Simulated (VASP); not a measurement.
# Ca4HF8 in VASP: a series of runs

Ca4HF8 is run at these levels: PBE+D3(BJ); tasks: single point.

All numbers are computed with VASP 6.6.1; they aren't measurements. Logs are shortened: lines on timing, memory, paths and dates and some standing lists are left out, and cuts for length are marked.

### Step 1. The cell of the first run

The cell holds a slab with vacuum, 26 atoms: a = 7.735 Å, b = 5.469 Å, c = 24.119 Å, α = 90.00°, β = 90.00°, γ = 90.00°.

### Step 2. Single point, PBE+D3(BJ)

Contents of INCAR:

```
  ALGO = Normal
  DIPOL = 0.5 0.5 0.468
  EDIFF = 1E-6
  ENCUT = 520
  GGA = PE
  GGA_COMPAT = F
  IDIPOL = 3
  ISIF = 2
  ISMEAR = 0
  IVDW = 12
  LASPH = T
  LCHARG = T
  LDIPOL = T
  LELF = T
  LREAL = F
  LVACPOTAV = T
  LVHAR = T
  LWAVE = F
  NBANDS = 116
  NELM = 120
  NELMDL = -8
  PREC = Accurate
  SIGMA = 0.05
```

Contents of KPOINTS:

```
k-points
0
Gamma
  2 3 1
```

Contents of POSCAR:

```
Ca4HF8
1.0
    7.7347822766      0.0000000000      0.0000000000
    0.0000000000      5.4693169988      0.0000000000
    0.0000000000      0.0000000000     24.1186867075
Ca F H
8 16 2
Direct
    0.2500000000      0.5000000000      0.3316930187
    0.7500000000      0.5000000000      0.3316930187
    0.5000000000      0.0000000000      0.4118671837
    0.0000000000      0.0000000000      0.4118671837
    0.7500194598      0.5001282005      0.4959093334
    0.2501910197      0.4995995374      0.4960018531
    0.0004457710     -0.0007432597      0.5661980090
    0.4995399961      0.0000072367      0.5669406593
    0.5000000000      0.7500000000      0.3316930187
    0.0000000000      0.7500000000      0.3316930187
    0.5000000000      0.2500000000      0.3316930187
    0.0000000000      0.2500000000      0.3316930187
    0.7500000000      0.2500000000      0.4118671837
    0.2500000000      0.2500000000      0.4118671837
    0.7500000000      0.7500000000      0.4118671837
    0.2500000000      0.7500000000      0.4118671837
    0.0000877180      0.7480866543      0.4920483579
    0.4999632138      0.7488162432      0.4922002746
    0.0000176096      0.2508212975      0.4917870866
    0.5003207850      0.2510155407      0.4923565419
    0.2484120360      0.2378339678      0.5734653142
    0.7525300083      0.2389620475      0.5735713504
    0.2501724991      0.7610501049      0.5739760015
    0.7497802899      0.7616890409      0.5739959915
    0.4967975491      0.2427625206      0.6699351862
    0.5826595846      0.2726096748      0.6566776325
```

Potentials or basis: VASP PAW PBE potentials, release 64 (Ca_sv, F, H).

The run is started by

```console
$ cat potpaw_PBE.64/Ca_sv/POTCAR potpaw_PBE.64/F/POTCAR potpaw_PBE.64/H/POTCAR > POTCAR
$ mpirun -np 1 vasp_std > vasp.out
```

OUTCAR:

```text
EDIFF = 1E-6
   ENCUT = 520
   GGA = PE
   ISIF = 2
   ISMEAR = 0
   IVDW = 12
   LASPH = T
   LREAL = F
   NELM = 120
   NELMDL = -8
   PREC = Accurate
 IVDW          = 12

 ion  position               nearest neighbor table
   1  0.250  0.500  0.332-  14 2.37  16 2.37  11 2.37  12 2.37   9 2.37  10 2.37
   2  0.750  0.500  0.332-  13 2.37  15 2.37  11 2.37  12 2.37   9 2.37  10 2.37
   3  0.500  0.000  0.412-   9 2.37  11 2.37  13 2.37  14 2.37  15 2.37  16 2.37  18 2.38  20 2.38

   4  0.000  0.000  0.412-  19 2.37  12 2.37  10 2.37  14 2.37  15 2.37  16 2.37  13 2.37  17 2.37

   5  0.750  0.500  0.496-  22 2.36  17 2.36  24 2.37  20 2.37  18 2.37  19 2.37  15 2.44  13 2.45

   6  0.250  0.500  0.496-  21 2.35  23 2.36  17 2.37  18 2.37  20 2.37  19 2.37  14 2.45  16 2.45

   7  0.000  0.999  0.566-  17 2.26  19 2.26  21 2.33  22 2.33  23 2.34  24 2.34
   8  0.500  0.000  0.567-  20 2.26  18 2.27  23 2.34  24 2.34  21 2.34  22 2.36
   9  0.500  0.750  0.332-   3 2.37   2 2.37   1 2.37
  10  0.000  0.750  0.332-   4 2.37   2 2.37   1 2.37
  11  0.500  0.250  0.332-   3 2.37   2 2.37   1 2.37
  12  0.000  0.250  0.332-   4 2.37   2 2.37   1 2.37
  13  0.750  0.250  0.412-   2 2.37   3 2.37   4 2.37   5 2.45
  14  0.250  0.250  0.412-   1 2.37   3 2.37   4 2.37   6 2.45
  15  0.750  0.750  0.412-   2 2.37   3 2.37   4 2.37   5 2.44
  16  0.250  0.750  0.412-   1 2.37   3 2.37   4 2.37   6 2.45
  17  0.000  0.748  0.492-   7 2.26   5 2.36   6 2.37   4 2.37
  18  0.500  0.749  0.492-   8 2.27   6 2.37   5 2.37   3 2.38
  19  0.000  0.251  0.492-   7 2.26   4 2.37   6 2.37   5 2.37
  20  0.500  0.251  0.492-   8 2.26   5 2.37   6 2.37   3 2.38
  21  0.248  0.238  0.573-   7 2.33   8 2.34   6 2.35
  22  0.753  0.239  0.574-   7 2.33   5 2.36   8 2.36
  23  0.250  0.761  0.574-   8 2.34   7 2.34   6 2.36
  24  0.750  0.762  0.574-   8 2.34   7 2.34   5 2.37
  25  0.497  0.243  0.670-  26 0.75
  26  0.583  0.273  0.657-  25 0.75

  LATTYP: Found a simple orthorhombic cell.
 ALAT       =     5.4693169988
 B/A-ratio  =     1.4142135624
 C/A-ratio  =     4.4098169319

  Lattice vectors:

 A1 = (   0.0000000000,  -5.4693169988,   0.0000000000)
 A2 = (   7.7347822766,   0.0000000000,   0.0000000000)
 A3 = (   0.0000000000,   0.0000000000,  24.1186867075)

Analysis of symmetry for initial positions (statically):
=====================================================================
 Subroutine PRICEL returns:
 Original cell was already a primitive cell.

 Routine SETGRP: Setting up the symmetry group for a
 simple orthorhombic supercell.

 Subroutine GETGRP returns: Found  1 space group operations
 (whereof  1 operations were pure point group operations)
 out of a pool of  8 trial point group operations.

The static configuration has the point symmetry C_1 .

Analysis of symmetry for dynamics (positions and initial velocities):
=====================================================================
 Subroutine PRICEL returns:
 Original cell was already a primitive cell.

 Routine SETGRP: Setting up the symmetry group for a
 simple orthorhombic supercell.

 Subroutine GETGRP returns: Found  1 space group operations
 (whereof  1 operations were pure point group operations)
 out of a pool of  8 trial point group operations.

The dynamic configuration has the point symmetry C_1 .

 Subroutine INISYM returns: Found  1 space group operations
 (whereof  1 operations are pure point group operations),
 and found     1 'primitive' translations

----------------------------------------------------------------------------------------

                                     Primitive cell

  volume of cell :    1020.3163

  direct lattice vectors                    reciprocal lattice vectors
     7.734782277  0.000000000  0.000000000     0.129286121  0.000000000  0.000000000
     0.000000000  5.469316999  0.000000000     0.000000000  0.182838186  0.000000000
     0.000000000  0.000000000 24.118686708     0.000000000  0.000000000  0.041461627

  length of vectors
     7.734782277  5.469316999 24.118686708     0.129286121  0.182838186  0.041461627

  position of ions in fractional coordinates (direct lattice)
     0.250000000  0.500000000  0.331693019
     0.750000000  0.500000000  0.331693019
     0.500000000  0.000000000  0.411867184
     0.000000000  0.000000000  0.411867184
     0.750019460  0.500128201  0.495909333
     0.250191020  0.499599537  0.496001853
[... 18 lines left out ...]
     0.496797549  0.242762521  0.669935186
     0.582659585  0.272609675  0.656677632

  ion indices of the primitive-cell ions
   primitive index   ion index
                 1           1
                 2           2
                 3           3
                 4           4
                 5           5
                 6           6
[... 18 lines left out ...]
                25          25
                26          26

----------------------------------------------------------------------------------------

 KPOINTS: k-points

Automatic generation of k-mesh.
 Grid dimensions read from file:
 generate k-points for:    2    3    1

 Generating k-lattice:

  Cartesian coordinates                     Fractional coordinates (reciprocal lattice)
     0.064643061  0.000000000  0.000000000     0.500000000  0.000000000  0.000000000
     0.000000000  0.060946062  0.000000000     0.000000000  0.333333333  0.000000000
     0.000000000  0.000000000  0.041461627     0.000000000  0.000000000  1.000000000

  Length of vectors
     0.064643061  0.060946062  0.041461627

  Shift w.r.t. Gamma in fractional coordinates (k-lattice)
     0.000000000  0.000000000  0.000000000

 Subroutine IBZKPT returns following result:
 ===========================================

 Found      4 irreducible k-points:

 Following reciprocal coordinates:
            Coordinates               Weight
  0.000000  0.000000  0.000000      1.000000
  0.500000  0.000000  0.000000      1.000000
  0.000000  0.333333  0.000000      2.000000
  0.500000  0.333333  0.000000      2.000000
   k-points           NKPTS =      4   k-points in BZ     NKDIM =      4   number of bands    NBANDS=    116
   number of dos      NEDOS =    301   number of ions     NIONS =     26
   total plane-waves  NPLWV = 453600
   dimension x,y,z NGX =    60 NGY =   42 NGZ =  180
   dimension x,y,z NGXF=   120 NGYF=   84 NGZF=  360
   ions per type =               8  16   2
   NGX,Y,Z   is equivalent  to a cutoff of  12.90, 12.77, 12.41 a.u.
   NGXF,Y,Z  is equivalent  to a cutoff of  25.79, 25.53, 24.81 a.u.
 SYSTEM =  unknown system
   PREC   = accura    normal or accurate (medium, high low for compatibility)
   ISTART =      0    job   : 0-new  1-cont  2-samecut
   ICHARG =      2    charge: 1-file 2-atom 10-const
   ISPIN  =      1    spin polarized calculation?
   LNONCOLLINEAR =      F non collinear calculations
   LSORBIT =      F    spin-orbit coupling
   LASPH  =      T    aspherical Exc in radial PAW
   ENCUT  =  520.0 eV  38.22 Ry    6.18 a.u.  14.38 10.17 44.84*2*pi/ulx,y,z
   NELM   =    120;   NELMIN=  2; NELMDL= -8     # of ELM steps
   EDIFF  = 0.1E-05   stopping-criterion for ELM
   LREAL  =      F    real-space projection
   EDIFFG = 0.1E-04   stopping-criterion for IOM
   NSW    =      0    number of steps for IOM
   IBRION =     -1    ionic relax: 0-MD 1-quasi-New 2-CG
   NFREE  =      0    steps in history (QN), initial steepest desc. (CG)
   ISIF   =      2    stress and relaxation
   ISYM   =      2    0-nonsym 1-usesym 2-fastsym
   POTIM  = 0.5000    time-step for ionic-motion
   TEBEG  =    0.0;   TEEND  =   0.0 temperature during run
   PSTRESS=    0.0 pullay stress
   NELECT =     194.0000    total number of electrons
   NUPDOWN=      -1.0000    fix difference up-down
   EMIN   =  10.00;   EMAX   =-10.00  energy-range for DOS
   EFERMI =   0.00;   METHOD = LEGACY
   ISMEAR =     0;   SIGMA  =   0.05  broadening in eV -4-tet -1-fermi 0-gaus
   EFERMI_NEDOS =   21; number of points for ismear=-14 and -15
   IALGO  =     38    algorithm
   IMIX   =      4    mixing-type and parameters
     AMIX     =   0.40;   BMIX     =  1.00
     AMIX_MAG =   1.60;   BMIX_MAG =  1.00
  volume/ion in A,a.u.               =      39.24       264.82
  Fermi-wavevector in a.u.,A,eV,Ry     =   0.941377  1.778945 12.057367  0.886192
  Thomas-Fermi vector in A             =   2.068882
   LORBIT       =      0    0 simple, 1 ext, 2 COOP (PROOUT), +10 PAW based schemes
   GGA     = PE    functional components
   LHFCALC =     F    Hartree Fock is set to
   AEXX    =    0.0000 exact exchange contribution
   IVDW    =    12    specifies the selected vdW correction
   LEPSILON=     F    determine dielectric tensor
   LRPA    =     F    only Hartree local field effects (RPA)
 non-spin polarized calculation
 Gauss-broadening in eV      SIGMA  =   0.05
  energy-cutoff  :      520.00
  volume of cell :     1020.32
 maximum number of plane-waves:     27476
 NGX is ok and might be reduce to    60
   NGX = 29   NGY = 21   NGZ = 89

 dipolmoment           0.000000      0.000000     -0.000096 electrons x Angstroem

 number of electron     194.0000091 magnetization

 dipolmoment           0.000000      0.000000      0.164543 electrons x Angstroem

 Free energy of the ion-electron system (eV)
  ---------------------------------------------------
  ext. energy  EPLUGINS =         0.00000000
  ---------------------------------------------------
  free energy    TOTEN  =      -142.10540763 eV

  energy without entropy =     -142.10540763  energy(sigma->0) =     -142.10540763

 E-fermi :  -4.1188     XC(G=0):  -3.7225

 val. band max:       -4.3904534802   @ k =   0.0000   0.0000   0.0000
 cond. band min:       0.6021035829   @ k =   0.0000   0.0000   0.0000
 fundamental gap:      4.9925570631
 Fermi energy:        -4.1188296618

 k-point     1 :       0.0000    0.0000    0.0000
  band No.  band energies     occupation
      1     -41.8472      2.00000
      2     -41.8374      2.00000
      3     -41.4395      2.00000
      4     -41.4213      2.00000
      5     -41.1180      2.00000
      6     -41.1064      2.00000
[... 101 lines left out ...]
    108       3.1472      0.00000
    109       3.2727      0.00000

 k-point     2 :       0.5000    0.0000    0.0000
  band No.  band energies     occupation
      1     -41.8429      2.00000
      2     -41.8418      2.00000
      3     -41.4374      2.00000
      4     -41.4234      2.00000
      5     -41.1144      2.00000
      6     -41.1100      2.00000
[... 101 lines left out ...]
    108       3.2058      0.00000
    109       3.2429      0.00000

 k-point     3 :       0.0000    0.3333    0.0000
  band No.  band energies     occupation
      1     -41.8471      2.00000
      2     -41.8374      2.00000
      3     -41.4391      2.00000
      4     -41.4211      2.00000
      5     -41.1182      2.00000
      6     -41.1064      2.00000
[... 101 lines left out ...]
    108       3.3721      0.00000
    109       3.4201      0.00000

 k-point     4 :       0.5000    0.3333    0.0000
  band No.  band energies     occupation
      1     -41.8428      2.00000
      2     -41.8418      2.00000
      3     -41.4371      2.00000
      4     -41.4231      2.00000
      5     -41.1145      2.00000
      6     -41.1101      2.00000
[... 101 lines left out ...]
    108       3.3201      0.00000
    109       3.3528      0.00000
 [bands above 109 left out]

------------------------ aborting loop because EDIFF is reached ----------------------------------------

 Edisp (eV)   -2.71446

 E8    (eV) :    -1.1598

  FORCE on cell =-STRESS in cart. coord.  units (eV):
  Direction    XX          YY          ZZ          XY          YZ          ZX
  --------------------------------------------------------------------------------------
  -------------------------------------------------------------------------------------
  Total     -10.57148     0.14219    -1.88972    -0.00683     0.01226    -0.02335
  in kB     -16.60013     0.22328    -2.96739    -0.01073     0.01925    -0.03667
  external pressure =       -6.45 kB  Pullay stress =        0.00 kB

 VOLUME and BASIS-vectors are now :
 -----------------------------------------------------------------------------
  energy-cutoff  :      520.00
  volume of cell :     1020.32
      direct lattice vectors                 reciprocal lattice vectors
     7.734782277  0.000000000  0.000000000     0.129286121  0.000000000  0.000000000
     0.000000000  5.469316999  0.000000000     0.000000000  0.182838186  0.000000000
     0.000000000  0.000000000 24.118686708     0.000000000  0.000000000  0.041461627

 POSITION                                       TOTAL-FORCE (eV/Angst)
 -----------------------------------------------------------------------------------
      1.93370      2.73466      8.00000        -0.001893      0.000738      1.303858
      5.80109      2.73466      8.00000         0.001838     -0.000723      1.301428
      3.86739      0.00000      9.93370        -0.001190     -0.001199     -0.608587
      0.00000      0.00000      9.93370         0.002319     -0.001974     -0.638932
      5.80124      2.73536     11.96068         0.000691      0.002072     -0.014512
      1.93517      2.73247     11.96291        -0.000519      0.002281     -0.015341
[... 18 lines left out ...]
      3.84262      1.32775     16.15796        -0.004499      0.001768      0.000992
      4.50675      1.49099     15.83820         0.003540      0.002294      0.000133
 -----------------------------------------------------------------------------------
    total drift:                               -0.000177     -0.000372      0.006056

  FREE ENERGIE OF THE ION-ELECTRON SYSTEM (eV)
  ---------------------------------------------------
  free  energy   TOTEN  =      -144.8198714592 eV

  energy  without entropy=     -144.8198714592  energy(sigma->0) =     -144.81987146

 vacuum level on the upper side and lower side of the slab         2.216         1.513
```

It took 17 min on 1 thread of Intel Xeon 6975P-C (Granite Rapids), shared host; peak memory 1 GiB.

Results:

* Free energy: -144.8199 eV
* Largest force: 1.304 eV/Å
* Band gap on the k mesh: 4.99 eV
* Dispersion energy per atom: -0.104 eV

Forces in eV/Å, atoms in the order of the input:
```
Ca  -0.002  0.001  1.304
Ca   0.002 -0.001  1.301
Ca  -0.001 -0.001 -0.609
Ca   0.002 -0.002 -0.639
Ca   0.001  0.002 -0.015
Ca  -0.001  0.002 -0.015
Ca  -0.003  0.000  0.062
Ca   0.001 -0.007  0.046
F    0.001 -0.535 -0.425
F   -0.001 -0.537 -0.428
F    0.000  0.535 -0.425
F    0.000  0.536 -0.426
F   -0.011  0.161  0.051
F    0.015  0.160  0.055
F   -0.002 -0.159  0.056
F    0.003 -0.160  0.055
F    0.000 -0.009 -0.013
F    0.000 -0.008 -0.009
F    0.000  0.009 -0.010
F   -0.001  0.008 -0.008
F    0.002  0.013  0.020
F   -0.004  0.014  0.025
F    0.001 -0.014  0.022
F   -0.002 -0.012  0.022
H   -0.004  0.002  0.001
H    0.004  0.002  0.000
```

Levels at points of the mesh, in eV from the valence-band top:
```
           k point  band 95  band 96  band 97  band 98  band 99  band 100
(0.00, 0.00, 0.00)    -0.09    -0.06     0.00     4.99     5.92      6.28
(0.50, 0.00, 0.00)    -0.09    -0.04    -0.04     5.57     5.57      5.97
```

### Step 3. Single point, PBE+D3(BJ)

This run uses another cell than the first one.

Contents of INCAR:

```
SYSTEM = Ca4HF8
ALGO = Normal
DIPOL = 0.5 0.5 0.475
EDIFF = 1E-6
ENCUT = 520
GGA = PE
GGA_COMPAT = .FALSE.
IDIPOL = 3
ISIF = 2
ISMEAR = 0
IVDW = 12
LASPH = .TRUE.
LCHARG = .FALSE.
LDIPOL = .TRUE.
LREAL = .FALSE.
LWAVE = .FALSE.
NBANDS = 116
NELM = 120
NELMDL = -8
PREC = Accurate
SIGMA = 0.05
```

Contents of KPOINTS:

```
k-points
0
G
  2 3 1
  0 0 0
```

Contents of POSCAR:

```
Ca4HF8
1.0
    7.7347822766      0.0000000000      0.0000000000
    0.0000000000      5.4693169988      0.0000000000
    0.0000000000      0.0000000000     23.8010867075
Ca F H
8 16 2
Direct
    0.2500000000      0.5000000000      0.3361191066
    0.7500000000      0.5000000000      0.3361191066
    0.5000000000      0.0000000000      0.4173631100
    0.0000000000      0.0000000000      0.4173631100
    0.7500819085      0.5001022945      0.5024985301
    0.2501963342      0.4995260790      0.5025851240
    0.0004611053     -0.0007485204      0.5737615308
    0.4996578273     -0.0004862857      0.5743410737
    0.5000000000      0.7500000000      0.3361191066
    0.0000000000      0.7500000000      0.3361191066
    0.5000000000      0.2500000000      0.3361191066
    0.0000000000      0.2500000000      0.3361191066
    0.7500000000      0.2500000000      0.4173631100
    0.2500000000      0.2500000000      0.4173631100
    0.7500000000      0.7500000000      0.4173631100
    0.2500000000      0.7500000000      0.4173631100
    0.0002773331      0.7480852675      0.4985818316
    0.4999431617      0.7484167176      0.4986959673
   -0.0002383788      0.2508314285      0.4984033995
    0.5005493543      0.2508723264      0.4988861161
    0.2486693695      0.2376114730      0.5809995584
    0.7522988490      0.2390750880      0.5813968071
    0.2502471025      0.7608077256      0.5816610304
    0.7500288942      0.7616043666      0.5814779562
    0.5856467361      0.2596356166      0.6669620462
    0.5024859638      0.2238248889      0.6814828276
```

Potentials or basis: VASP PAW PBE potentials, release 64 (Ca_sv, F, H).

The run is started by

```console
$ cat potpaw_PBE.64/Ca_sv/POTCAR potpaw_PBE.64/F/POTCAR potpaw_PBE.64/H/POTCAR > POTCAR
$ mpirun -np 1 vasp_std > vasp.out
```

It took 26 min on 1 thread of AMD EPYC 7R13 (Zen 3), shared host; peak memory 1 GiB.

Results (log left out):

| Item | Value |
| --- | --- |
| Free energy | -144.8199 eV |
| Largest force | 1.303 eV/Å |
| Band gap on the k mesh | 4.99 eV |
| Dispersion energy per atom | -0.104 eV |

Forces in eV/Å, atoms in the order of the input:
```
Ca  -0.002  0.002  1.303
Ca   0.002 -0.001  1.301
Ca   0.000 -0.002 -0.613
Ca   0.001 -0.002 -0.637
Ca   0.002 -0.003 -0.009
Ca  -0.001 -0.001 -0.009
Ca   0.000  0.000  0.065
Ca  -0.002  0.003  0.070
F    0.001 -0.535 -0.425
F   -0.001 -0.537 -0.428
F    0.000  0.535 -0.426
F    0.000  0.536 -0.427
F   -0.009  0.161  0.048
F    0.013  0.159  0.058
F   -0.001 -0.158  0.055
F    0.004 -0.159  0.052
F   -0.001 -0.008 -0.014
F   -0.001 -0.006 -0.013
F    0.005  0.008 -0.015
F   -0.004  0.007 -0.014
F    0.002  0.012  0.020
F   -0.004  0.011  0.021
F   -0.001 -0.013  0.017
F   -0.004 -0.010  0.024
H   -0.027 -0.008  0.016
H    0.027  0.010 -0.020
```

Levels at points of the mesh, in eV from the valence-band top:
| k point | band 93 | band 94 | band 95 | band 96 | band 97 | band 98 | band 99 | band 100 | band 101 | band 102 |
| --- | --- | --- | --- | --- | --- | --- | --- | --- | --- | --- |
| (0.00, 0.00, 0.00) | -0.58 | -0.15 | -0.09 | -0.05 | 0.00 | 4.99 | 5.93 | 6.30 | 6.68 | 6.85 |
| (0.50, 0.00, 0.00) | -0.60 | -0.09 | -0.08 | -0.04 | -0.04 | 5.57 | 5.57 | 5.97 | 6.79 | 6.94 |
